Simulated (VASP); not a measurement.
# S (Fm-3m) in VASP: further runs

The runs below take S through single point, with LDA.

All numbers are computed with VASP 6.6.1; they aren't measurements. Logs are shortened: lines on timing, memory, paths and dates and some standing lists are left out, and cuts for length are marked.

## 1. The cell of the first run

The structure is cubic, space group Fm-3m (No. 225). Conventional cell: a = 2.867 Å, b = 2.867 Å, c = 2.867 Å, α = 90.00°, β = 90.00°, γ = 90.00°. S (site symmetry m-3m) has 12 S at 2.03 Å within 2.7 Å.

## 2. Single point, LDA (volume scaled by 0.4)

File INCAR:

```
SYSTEM = S
PREC = Accurate
ENCUT = 520
EDIFF = 1E-7
ISMEAR = -1
SIGMA = 0.08
LREAL = .False.
LASPH = .True.
NELM = 80
ALGO = Normal
ISIF = 2
LWAVE = .False.
LCHARG = .False.
GGA = CA
NBANDS = 9
```

File KPOINTS:

```
Automatic mesh
0
Gamma
  16 16 16
  0 0 0
```

File POSCAR:

```
S
1.0
    0.0000000000      1.4336289688      1.4336289688
    1.4336289688      0.0000000000      1.4336289688
    1.4336289688      1.4336289688      0.0000000000
S
1
Direct
    0.0000000000      0.0000000000      0.0000000000
```

Potentials or basis: VASP PAW LDA potentials, release 64 (S).

On the command line:

```console
$ cat potpaw_LDA.64/S/POTCAR > POTCAR
$ mpirun -np 1 vasp_std > vasp.out
```

OUTCAR:

```text
SYSTEM = S
   PREC = Accurate
   ENCUT = 520
   EDIFF = 1E-7
   ISMEAR = -1
   LREAL = .False.
   LASPH = .True.
   NELM = 80
   ISIF = 2
   GGA = CA

 ion  position               nearest neighbor table
   1  0.000  0.000  0.000-

  LATTYP: Found a face centered cubic cell.
 ALAT       =     2.8672579376

  Lattice vectors:

 A1 = (   0.0000000000,   1.4336289688,   1.4336289688)
 A2 = (   1.4336289688,   0.0000000000,   1.4336289688)
 A3 = (   1.4336289688,   1.4336289688,   0.0000000000)

Analysis of symmetry for initial positions (statically):
=====================================================================
 Subroutine PRICEL returns:
 Original cell was already a primitive cell.

 Routine SETGRP: Setting up the symmetry group for a
 face centered cubic supercell.

 Subroutine GETGRP returns: Found 48 space group operations
 (whereof 48 operations were pure point group operations)
 out of a pool of 48 trial point group operations.

The static configuration has the point symmetry O_h .

Analysis of symmetry for dynamics (positions and initial velocities):
=====================================================================
 Subroutine PRICEL returns:
 Original cell was already a primitive cell.

 Routine SETGRP: Setting up the symmetry group for a
 face centered cubic supercell.

 Subroutine GETGRP returns: Found 48 space group operations
 (whereof 48 operations were pure point group operations)
 out of a pool of 48 trial point group operations.

The dynamic configuration has the point symmetry O_h .

 Subroutine INISYM returns: Found 48 space group operations
 (whereof 48 operations are pure point group operations),
 and found     1 'primitive' translations

----------------------------------------------------------------------------------------

                                     Primitive cell

  volume of cell :       5.8931

  direct lattice vectors                    reciprocal lattice vectors
     0.000000000  1.433628969  1.433628969    -0.348765274  0.348765274  0.348765274
     1.433628969  0.000000000  1.433628969     0.348765274 -0.348765274  0.348765274
     1.433628969  1.433628969  0.000000000     0.348765274  0.348765274 -0.348765274

  length of vectors
     2.027457531  2.027457531  2.027457531     0.604079174  0.604079174  0.604079174

  position of ions in fractional coordinates (direct lattice)
     0.000000000  0.000000000  0.000000000
[... 72 lines left out ...]
   LSORBIT =      F    spin-orbit coupling
   LASPH  =      T    aspherical Exc in radial PAW
   ENCUT  =  520.0 eV  38.22 Ry    6.18 a.u.   3.77  3.77  3.77*2*pi/ulx,y,z
   NELM   =     80;   NELMIN=  2; NELMDL= -5     # of ELM steps
   EDIFF  = 0.1E-06   stopping-criterion for ELM
   LREAL  =      F    real-space projection
   EDIFFG = 0.1E-05   stopping-criterion for IOM
   NSW    =      0    number of steps for IOM
   IBRION =     -1    ionic relax: 0-MD 1-quasi-New 2-CG
   NFREE  =      0    steps in history (QN), initial steepest desc. (CG)
   ISIF   =      2    stress and relaxation
   ISYM   =      2    0-nonsym 1-usesym 2-fastsym
   POTIM  = 0.5000    time-step for ionic-motion
   TEBEG  =    0.0;   TEEND  =   0.0 temperature during run
   PSTRESS=    0.0 pullay stress
   NELECT =       6.0000    total number of electrons
   NUPDOWN=      -1.0000    fix difference up-down
   EMIN   =  10.00;   EMAX   =-10.00  energy-range for DOS
   EFERMI =   0.00;   METHOD = LEGACY
   ISMEAR =    -1;   SIGMA  =   0.08  broadening in eV -4-tet -1-fermi 0-gaus
   EFERMI_NEDOS =   21; number of points for ismear=-14 and -15
   IALGO  =     38    algorithm
   IMIX   =      4    mixing-type and parameters
     AMIX     =   0.40;   BMIX     =  1.00
     AMIX_MAG =   1.60;   BMIX_MAG =  1.00
  volume/ion in A,a.u.               =       5.89        39.77
  Fermi-wavevector in a.u.,A,eV,Ry     =   1.646943  3.112270 36.904717  2.712420
  Thomas-Fermi vector in A             =   2.736485
   LORBIT       =      0    0 simple, 1 ext, 2 COOP (PROOUT), +10 PAW based schemes
   GGA     = CA    functional components
   LHFCALC =     F    Hartree Fock is set to
   AEXX    =    0.0000 exact exchange contribution
   IVDW    =     0    specifies the selected vdW correction
   LEPSILON=     F    determine dielectric tensor
   LRPA    =     F    only Hartree local field effects (RPA)
 non-spin polarized calculation
  energy-cutoff  :      520.00
  volume of cell :        5.89
 maximum number of plane-waves:       169
   NGX =  7   NGY =  7   NGZ =  7

 number of electron       6.0000002 magnetization

 Free energy of the ion-electron system (eV)
  ---------------------------------------------------
  ext. energy  EPLUGINS =         0.00000000
  ---------------------------------------------------
  free energy    TOTEN  =         3.16036982 eV

  energy without entropy =        3.16434681  energy(sigma->0) =        3.16235832

 E-fermi :  28.8080     XC(G=0): -16.2662

 val. band max:       28.7657166930   @ k =   0.5000   0.3125   0.0000
 cond. band min:      28.9839201338   @ k =  -0.4375   0.2500   0.0625
 fundamental gap:      0.2182034408
 Fermi energy:        28.8080280770

 k-point     1 :       0.0000    0.0000    0.0000
  band No.  band energies     occupation
      1      -3.5322      2.00000
      2      41.2236      0.00000
      3      41.2236      0.00000
      4      41.2236      0.00000
      5      42.3012      0.00000
      6      42.3012      0.00000
      7      42.3012      0.00000
      8      51.3252      0.00000
      9      53.9406      0.00000
[... 265 lines left out ...]
 k-point    24 :      -0.0625    0.0625    0.0000
  band No.  band energies     occupation
      1      -3.0001      2.00000
      2      35.5551      0.00000
      3      36.6236      0.00000
      4      41.7646      0.00000
      5      42.4830      0.00000
      6      45.2682      0.00000
      7      46.5105      0.00000
      8      50.6536      0.00000
      9      52.6715      0.00000

 [... further k-points ...]
[... 5 lines left out ...]
  --------------------------------------------------------------------------------------
  -------------------------------------------------------------------------------------
  Total       19.0434128     19.0434128     19.0434128      0.0000000      0.0000000      0.0000000
  in kB     5177.4398738   5177.4398738   5177.4398738      0.0000000      0.0000000      0.0000000
  external PRESSURE =    5177.4398738 kB  Pullay stress =       0.0000000 kB

 VOLUME and BASIS-vectors are now :
 -----------------------------------------------------------------------------
  energy-cutoff  :      520.00
  volume of cell :        5.89
      direct lattice vectors                 reciprocal lattice vectors
     0.000000000  1.433628969  1.433628969    -0.348765274  0.348765274  0.348765274
     1.433628969  0.000000000  1.433628969     0.348765274 -0.348765274  0.348765274
     1.433628969  1.433628969  0.000000000     0.348765274  0.348765274 -0.348765274

 POSITION                                       TOTAL-FORCE (eV/Angst)
 -----------------------------------------------------------------------------------
      0.00000      0.00000      0.00000        -0.000000     -0.000000      0.000000
 -----------------------------------------------------------------------------------
    total drift:                               -0.000000     -0.000000     -0.000000

  FREE ENERGIE OF THE ION-ELECTRON SYSTEM (eV)
  ---------------------------------------------------
  free  energy   TOTEN  =         3.1603698190 eV

  energy  without entropy=        3.1643468123  energy(sigma->0) =        3.16235832
```

stdout:

```text
POSCAR found type information on POSCAR S
 POSCAR found :  1 types and       1 ions
 scaLAPACK will be used
 LDA part: xc-table for (Slater(with rela. corr.)+CA(PZ))
 , standard interpolation
 POSCAR, INCAR and KPOINTS ok, starting setup
 FFT: planning ... GRIDC
 FFT: planning ... GRID_SOFT
 FFT: planning ... GRID
 WAVECAR not read
 entering main loop
```

It took 2.4 s on 1 thread of Intel Xeon 6975P-C, shared host; peak memory 0.11 GiB.

What came out:

| Property | Result |
| --- | --- |
| Free energy | 3.1604 eV |
| Pressure | 517.7 GPa |
| Band gap on the k mesh | zero (band 3 reaches 41.22 eV, above the bottom of band 4 at 19.76 eV) |

## 3. Single point, LDA (volume scaled by 0.5)

File INCAR:

```
ALGO     = Normal         # electronic algorithm
EDIFF    = 1E-7           # SCF threshold, eV
ENCUT    = 520            # plane-wave cutoff, eV
GGA      = CA             # functional
ISIF     = 2              # what is computed and relaxed
ISMEAR   = -1             # smearing method
LASPH    = T              # aspherical terms in the spheres
LCHARG   = T              # write CHGCAR
LELF     = T              # ELF
LREAL    = F              # projectors in reciprocal space
LVHAR    = T            
LWAVE    = F              # write WAVECAR
NBANDS   = 9              # bands
NELM     = 60             # most SCF steps
PREC     = Accurate       # precision mode
SIGMA    = 0.08           # smearing width, eV
```

File KPOINTS:

```
k-points
0
Gamma
  16 16 16
```

File POSCAR:

```
S
1.0
    0.0000000000      1.5443299915      1.5443299915
    1.5443299915      0.0000000000      1.5443299915
    1.5443299915      1.5443299915      0.0000000000
S
1
Direct
    0.0000000000      0.0000000000      0.0000000000
```

Potentials or basis: VASP PAW LDA potentials, release 64 (S).

On the command line:

```console
$ cat potpaw_LDA.64/S/POTCAR > POTCAR
$ mpirun -np 1 vasp_std > vasp.out
```

Wall time 2.4 s (1 thread of Intel Xeon 6975P-C, shared host); peak memory 0.11 GiB.

The run converged. Its results:

```
Free energy            : -0.2588 eV
Pressure               : 259.9 GPa
Band gap on the k mesh : zero (band 3 reaches 32.61 eV, above the bottom of band 4 at 14.38 eV)
```

Levels at points of the mesh, in eV from the Fermi level:
```csv
k point,band 1,band 2,band 3,band 4,band 5,band 6,band 7
"(0.00, 0.00, 0.00)",-27.85,9.95,9.95,9.95,12.26,12.26,12.26
"(0.50, 0.00, 0.00)",-17.36,-16.67,6.18,6.18,10.74,10.74,14.86
"(0.50, 0.50, 0.00)",-14.33,-12.55,-1.57,-1.57,0.88,5.04,31.97
```
